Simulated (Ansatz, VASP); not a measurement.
## Tl in VASP and in Ansatz

```
CELL_PARAMETERS angstrom
3.59028 0.00000 0.00000
-1.79514 3.10928 0.00000
0.00000 0.00000 5.64194
ATOMIC_POSITIONS crystal
Tl 0.33333 0.66667 0.25000
Tl 0.66667 0.33333 0.75000
```

Alike in both runs: task single point; functional PBE; k mesh 10 × 10 × 6; occupations fermi-dirac, width 0.1 eV; no spin polarisation.

|  | VASP | Ansatz |
| --- | --- | --- |
| version | VASP 6.6.1 | Ansatz 0.2.0 |
| potentials or method | VASP PAW PBE potentials, release 64 (Tl_d), cutoff 520 eV | plane waves (800 eV) with PAW, scalar-relativistic |
| valence electrons in the cell | 26 | 26 |

```tsv
	VASP	Ansatz	Ansatz less VASP
pressure (GPa)	-0.1	0.0	+0.06
traceless stress, the component that is largest in VASP (GPa)	0.22	0.23	+0.011
```

Spin-orbit coupling is off throughout.
